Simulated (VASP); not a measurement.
# CdBi3O (Pm-3m) in VASP: further runs, part 2 of 2

VASP 6.6.1. The steps go on from the part before.

## (3) Single point, PBE

This run uses another cell than the first one, of 25.07 Å³/atom.

File INCAR:

```
  PREC = Accurate
  ENCUT = 600
  EDIFF = 1E-6
  ISMEAR = 0
  SIGMA = 0.1
  LREAL = F
  LASPH = T
  NELM = 120
  ALGO = Normal
  ISIF = 2
  LWAVE = F
  LCHARG = T
  GGA = PE
  LELF = T
  LVHAR = T
  NBANDS = 40
  GGA_COMPAT = F
```

File KPOINTS:

```
Automatic mesh
0
Gamma
  4 4 4
```

File POSCAR:

```
CdBi3O
1.0
    5.0044951392      0.0000000000      0.0000000000
    0.0000000000      5.0044951392      0.0000000000
    0.0000000000      0.0000000000      5.0044951392
Cd Bi O
1 3 1
Direct
    0.5000000000      0.5000000000      0.5000000000
    0.5000000000      0.0000000000      0.0000000000
    0.0000000000      0.5000000000      0.0000000000
    0.0000000000      0.0000000000      0.5000000000
    0.0000000000      0.0000000000      0.0000000000
```

Potentials or basis: VASP PAW PBE potentials, release 64 (Cd, Bi_d, O).

Launch:

```
$ cat potpaw_PBE.64/Cd/POTCAR potpaw_PBE.64/Bi_d/POTCAR potpaw_PBE.64/O/POTCAR > POTCAR
$ mpirun -np 1 vasp_std > vasp.out
```

OUTCAR:

```text
PREC = Accurate
   ENCUT = 600
   EDIFF = 1E-6
   ISMEAR = 0
   LREAL = F
   LASPH = T
   NELM = 120
   ISIF = 2
   GGA = PE

 ion  position               nearest neighbor table
   1  0.500  0.500  0.500-   2 3.54   3 3.54   4 3.54   2 3.54   3 3.54   2 3.54   4 3.54   2 3.54
                             3 3.54   4 3.54   3 3.54   4 3.54
   2  0.500  0.000  0.000-   5 2.50   5 2.50   4 3.54   1 3.54   1 3.54   4 3.54   1 3.54   3 3.54
                             1 3.54   3 3.54   4 3.54   3 3.54   4 3.54   3 3.54
   3  0.000  0.500  0.000-   5 2.50   5 2.50   4 3.54   1 3.54   1 3.54   4 3.54   2 3.54   4 3.54
                             2 3.54   4 3.54   1 3.54   2 3.54   1 3.54   2 3.54
   4  0.000  0.000  0.500-   5 2.50   5 2.50   3 3.54   1 3.54   2 3.54   3 3.54   2 3.54   1 3.54
                             3 3.54   3 3.54   1 3.54   2 3.54   2 3.54   1 3.54
   5  0.000  0.000  0.000-   2 2.50   3 2.50   4 2.50   4 2.50   3 2.50   2 2.50

  LATTYP: Found a simple cubic cell.
 ALAT       =     5.0044951392

  Lattice vectors:

 A1 = (   5.0044951392,   0.0000000000,   0.0000000000)
 A2 = (   0.0000000000,   5.0044951392,   0.0000000000)
 A3 = (   0.0000000000,   0.0000000000,   5.0044951392)

Analysis of symmetry for initial positions (statically):
=====================================================================
 Subroutine PRICEL returns:
 Original cell was already a primitive cell.

 Routine SETGRP: Setting up the symmetry group for a
 simple cubic supercell.

 Subroutine GETGRP returns: Found 48 space group operations
 (whereof 48 operations were pure point group operations)
 out of a pool of 48 trial point group operations.

The static configuration has the point symmetry O_h .

Analysis of symmetry for dynamics (positions and initial velocities):
=====================================================================
 Subroutine PRICEL returns:
 Original cell was already a primitive cell.

 Routine SETGRP: Setting up the symmetry group for a
 simple cubic supercell.

 Subroutine GETGRP returns: Found 48 space group operations
 (whereof 48 operations were pure point group operations)
 out of a pool of 48 trial point group operations.

The dynamic configuration has the point symmetry O_h .

 Subroutine INISYM returns: Found 48 space group operations
 (whereof 48 operations are pure point group operations),
 and found     1 'primitive' translations

----------------------------------------------------------------------------------------

                                     Primitive cell

  volume of cell :     125.3374

  direct lattice vectors                    reciprocal lattice vectors
     5.004495139  0.000000000  0.000000000     0.199820356  0.000000000  0.000000000
     0.000000000  5.004495139  0.000000000     0.000000000  0.199820356  0.000000000
     0.000000000  0.000000000  5.004495139     0.000000000  0.000000000  0.199820356

  length of vectors
     5.004495139  5.004495139  5.004495139     0.199820356  0.199820356  0.199820356

  position of ions in fractional coordinates (direct lattice)
     0.500000000  0.500000000  0.500000000
     0.500000000  0.000000000  0.000000000
     0.000000000  0.500000000  0.000000000
     0.000000000  0.000000000  0.500000000
     0.000000000  0.000000000  0.000000000
[... 38 lines left out ...]
  0.250000  0.000000  0.000000      6.000000
  0.500000  0.000000  0.000000      3.000000
  0.250000  0.250000  0.000000     12.000000
  0.500000  0.250000  0.000000     12.000000
  0.500000  0.500000  0.000000      3.000000
  0.250000  0.250000  0.250000      8.000000
  0.500000  0.250000  0.250000     12.000000
  0.500000  0.500000  0.250000      6.000000
  0.500000  0.500000  0.500000      1.000000
   k-points           NKPTS =     10   k-points in BZ     NKDIM =     10   number of bands    NBANDS=     40
   number of dos      NEDOS =    301   number of ions     NIONS =      5
   total plane-waves  NPLWV =  64000
   dimension x,y,z NGX =    40 NGY =   40 NGZ =   40
   dimension x,y,z NGXF=    80 NGYF=   80 NGZF=   80
   ions per type =               1   3   1
   NGX,Y,Z   is equivalent  to a cutoff of  13.29, 13.29, 13.29 a.u.
   NGXF,Y,Z  is equivalent  to a cutoff of  26.58, 26.58, 26.58 a.u.
 SYSTEM =  unknown system
   PREC   = accura    normal or accurate (medium, high low for compatibility)
   ISTART =      0    job   : 0-new  1-cont  2-samecut
   ICHARG =      2    charge: 1-file 2-atom 10-const
   ISPIN  =      1    spin polarized calculation?
   LNONCOLLINEAR =      F non collinear calculations
   LSORBIT =      F    spin-orbit coupling
   LASPH  =      T    aspherical Exc in radial PAW
   ENCUT  =  600.0 eV  44.10 Ry    6.64 a.u.  10.00 10.00 10.00*2*pi/ulx,y,z
   NELM   =    120;   NELMIN=  2; NELMDL= -5     # of ELM steps
   EDIFF  = 0.1E-05   stopping-criterion for ELM
   LREAL  =      F    real-space projection
   EDIFFG = 0.1E-04   stopping-criterion for IOM
   NSW    =      0    number of steps for IOM
   IBRION =     -1    ionic relax: 0-MD 1-quasi-New 2-CG
   NFREE  =      0    steps in history (QN), initial steepest desc. (CG)
   ISIF   =      2    stress and relaxation
   ISYM   =      2    0-nonsym 1-usesym 2-fastsym
   POTIM  = 0.5000    time-step for ionic-motion
   TEBEG  =    0.0;   TEEND  =   0.0 temperature during run
   PSTRESS=    0.0 pullay stress
   NELECT =      63.0000    total number of electrons
   NUPDOWN=      -1.0000    fix difference up-down
   EMIN   =  10.00;   EMAX   =-10.00  energy-range for DOS
   EFERMI =   0.00;   METHOD = LEGACY
   ISMEAR =     0;   SIGMA  =   0.10  broadening in eV -4-tet -1-fermi 0-gaus
   EFERMI_NEDOS =   21; number of points for ismear=-14 and -15
   IALGO  =     38    algorithm
   IMIX   =      4    mixing-type and parameters
     AMIX     =   0.40;   BMIX     =  1.00
     AMIX_MAG =   1.60;   BMIX_MAG =  1.00
  volume/ion in A,a.u.               =      25.07       169.16
  Fermi-wavevector in a.u.,A,eV,Ry     =   1.301652  2.459765 23.052307  1.694297
  Thomas-Fermi vector in A             =   2.432771
   LORBIT       =      0    0 simple, 1 ext, 2 COOP (PROOUT), +10 PAW based schemes
   GGA     = PE    functional components
   LHFCALC =     F    Hartree Fock is set to
   AEXX    =    0.0000 exact exchange contribution
   IVDW    =     0    specifies the selected vdW correction
   LEPSILON=     F    determine dielectric tensor
   LRPA    =     F    only Hartree local field effects (RPA)
 non-spin polarized calculation
 Gauss-broadening in eV      SIGMA  =   0.10
  energy-cutoff  :      600.00
  volume of cell :      125.34
 maximum number of plane-waves:      4224
 NGX is ok and might be reduce to    40
   NGX = 19   NGY = 19   NGZ = 19

 number of electron      63.0000027 magnetization

 Free energy of the ion-electron system (eV)
  ---------------------------------------------------
  ext. energy  EPLUGINS =         0.00000000
  ---------------------------------------------------
  free energy    TOTEN  =       -17.84370984 eV

  energy without entropy =      -17.82854160  energy(sigma->0) =      -17.83612572

 E-fermi :   6.5300     XC(G=0): -10.3680

 val. band max:        6.4704622898   @ k =   0.5000   0.2500   0.2500
 cond. band min:       6.6535103043   @ k =   0.5000   0.2500   0.2500
 fundamental gap:      0.1830480145
 Fermi energy:         6.5300237015

 k-point     1 :       0.0000    0.0000    0.0000
  band No.  band energies     occupation
      1     -16.9462      2.00000
      2     -16.7265      2.00000
      3     -16.7265      2.00000
      4     -16.7265      2.00000
      5     -16.6053      2.00000
      6     -16.6053      2.00000
[... 419 lines left out ...]
     39      13.4915      0.00000
     40      13.4915      0.00000

------------------------ aborting loop because EDIFF is reached ----------------------------------------

  FORCE on cell =-STRESS in cart. coord.  units (eV):
  Direction    XX          YY          ZZ          XY          YZ          ZX
  --------------------------------------------------------------------------------------
  -------------------------------------------------------------------------------------
  Total        0.0266838      0.0266838      0.0266838      0.0000000     -0.0000000      0.0000000
  in kB        0.3410970      0.3410970      0.3410970      0.0000000     -0.0000000      0.0000000
  external PRESSURE =       0.3410970 kB  Pullay stress =       0.0000000 kB

 VOLUME and BASIS-vectors are now :
 -----------------------------------------------------------------------------
  energy-cutoff  :      600.00
  volume of cell :      125.34
      direct lattice vectors                 reciprocal lattice vectors
     5.004495139  0.000000000  0.000000000     0.199820356  0.000000000  0.000000000
     0.000000000  5.004495139  0.000000000     0.000000000  0.199820356  0.000000000
     0.000000000  0.000000000  5.004495139     0.000000000  0.000000000  0.199820356

 POSITION                                       TOTAL-FORCE (eV/Angst)
 -----------------------------------------------------------------------------------
      2.50225      2.50225      2.50225         0.000000      0.000000      0.000000
      2.50225      0.00000      0.00000         0.000000      0.000000      0.000000
      0.00000      2.50225      0.00000         0.000000      0.000000      0.000000
      0.00000      0.00000      2.50225         0.000000      0.000000      0.000000
      0.00000      0.00000      0.00000         0.000000      0.000000      0.000000
 -----------------------------------------------------------------------------------
    total drift:                               -0.000000      0.000000     -0.000000

  FREE ENERGIE OF THE ION-ELECTRON SYSTEM (eV)
  ---------------------------------------------------
  free  energy   TOTEN  =       -17.8437098431 eV

  energy  without entropy=      -17.8285415994  energy(sigma->0) =      -17.83612572
```

It took 34 s on 1 thread of Intel Xeon Platinum 8559C (Emerald Rapids), shared host; peak memory 0.26 GiB.

Results:

```
Free energy            : -17.8437 eV
Pressure               : 0.0 GPa
Band gap on the k mesh : zero (an odd number of electrons rules out a gap without spin polarisation)
```

Levels at points of the mesh, in eV from the Fermi level:
| k point | band 30 | band 31 | band 32 | band 33 | band 34 | band 35 |
| --- | --- | --- | --- | --- | --- | --- |
| (0.00, 0.00, 0.00) | -1.50 | -1.50 | 0.60 | 0.60 | 0.60 | 4.68 |
| (0.50, 0.00, 0.00) | -1.45 | -0.54 | -0.21 | -0.21 | 0.97 | 2.78 |
| (0.50, 0.50, 0.00) | -1.47 | -0.70 | -0.70 | -0.46 | 0.75 | 2.40 |
| (0.50, 0.50, 0.50) | -2.97 | -2.60 | -2.02 | 2.92 | 2.92 | 3.59 |

Caveat: spin-orbit coupling is left out, which moves the levels of the heavy elements.

## (4) Relaxation of cell and atoms, PBE

File INCAR:

```
  ALGO = Normal
  EDIFF = 1E-7
  EDIFFG = -0.04
  ENCUT = 600
  GGA = PE
  GGA_COMPAT = F
  IBRION = 2
  ISIF = 3
  ISMEAR = 0
  LASPH = T
  LCHARG = F
  LREAL = F
  LWAVE = F
  NELM = 120
  NELMIN = 4
  NSW = 90
  PREC = Accurate
  SIGMA = 0.1
```

File KPOINTS:

```
k-points
0
Gamma
  4 4 4
```

Edit POSCAR of step 3 so:

```diff
@@ -2,5 +2,5 @@
 1.0
-    5.0044951392      0.0000000000      0.0000000000
-    0.0000000000      5.0044951392      0.0000000000
-    0.0000000000      0.0000000000      5.0044951392
+    4.6750826500      0.0000000000      0.0000000000
+    0.0000000000      4.6750826500      0.0000000000
+    0.0000000000      0.0000000000      4.6750826500
 Cd Bi O
```

Launch:

```
$ cat potpaw_PBE.64/Cd/POTCAR potpaw_PBE.64/Bi_d/POTCAR potpaw_PBE.64/O/POTCAR > POTCAR
$ mpirun -np 1 vasp_std > vasp.out
```

Wall time 99 s (1 thread of Intel Xeon Platinum 8559C (Emerald Rapids), shared host); peak memory 0.26 GiB.

It converged, with:

```
Free energy                           : -17.8293 eV
Relaxed volume                        : 25.14 Å³/atom
Relaxed cell                          : a = 5.009 Å, b = 5.009 Å, c = 5.009 Å, α = 90.00°, β = 90.00°, γ = 90.00°
Space group after relaxing (to 0.1 Å) : Pm-3m (No. 221)
Energy gained by relaxing             : 254.0 meV/atom
Ionic steps                           : 3
Pressure after relaxing               : -0.1 GPa
Band gap on the k mesh                : zero (an odd number of electrons rules out a gap without spin polarisation)
```

Step by step:
| step | energy change (eV) | largest force (eV/Å) | pressure (GPa) | volume (Å³) |
| --- | --- | --- | --- | --- |
| 1 | 0.0000 | 0.0000 | 21.33 | 102.18 |
| 2 | -0.7011 | 0.0000 | -6.92 | 147.93 |
| 3 | -1.2702 | 0.0000 | -0.13 | 125.69 |

Final structure:
```
CELL_PARAMETERS angstrom
5.00918 0.00000 0.00000
0.00000 5.00918 0.00000
0.00000 0.00000 5.00918
ATOMIC_POSITIONS crystal
Cd 0.50000 0.50000 0.50000
Bi 0.50000 0.00000 0.00000
Bi 0.00000 0.50000 0.00000
Bi 0.00000 0.00000 0.50000
O 0.00000 0.00000 0.00000
```

Levels at points of the mesh, in eV from the Fermi level:
```csv
k point,band 28,band 29,band 30,band 31,band 32,band 33,band 34,band 35,band 36,band 37
"(0.00, 0.00, 0.00)",-1.60,-1.50,-1.50,-1.50,0.60,0.60,0.60,4.66,4.66,4.66
"(0.50, 0.00, 0.00)",-2.95,-1.44,-1.44,-0.54,-0.21,-0.21,0.97,2.78,2.96,4.47
"(0.50, 0.50, 0.00)",-3.05,-1.47,-1.47,-0.69,-0.69,-0.46,0.75,2.40,2.80,3.10
"(0.50, 0.50, 0.50)",-2.96,-2.96,-2.96,-2.59,-2.02,2.91,2.91,3.58,3.58,3.58
```

Caveat: the volume moved by over 15 % at a fixed basis, so the end points are rough; spin-orbit coupling is left out, which moves the levels of the heavy elements.

## (5) Summary

```tsv
task	cell	gap on the mesh (eV)	pressure (GPa)
single point	a = 4.675 Å, 5 atoms	none	21.3
single point	a = 5.004 Å, 5 atoms	none	0.0
relaxation of cell and atoms	relaxed from a = 4.675 Å, 5 atoms	none	-0.1
```

Alike in all rows: level PBE; potentials or basis VASP PAW PBE potentials, release 64 (Cd, Bi_d, O); no spin polarisation; k mesh 4 × 4 × 4; cutoff (eV) 600; smearing gaussian 0.1 eV.

Caveats: spin-orbit coupling is left out, which moves the levels of the heavy elements; the cell stands under pressure (at least some runs); the volume moved by over 15 % at a fixed basis, so the end points are rough (at least some runs).

Absolute energies hang on the potentials; compare differences alone.

The gap in the log of VASP goes by the Fermi energy; the results here count the filled bands.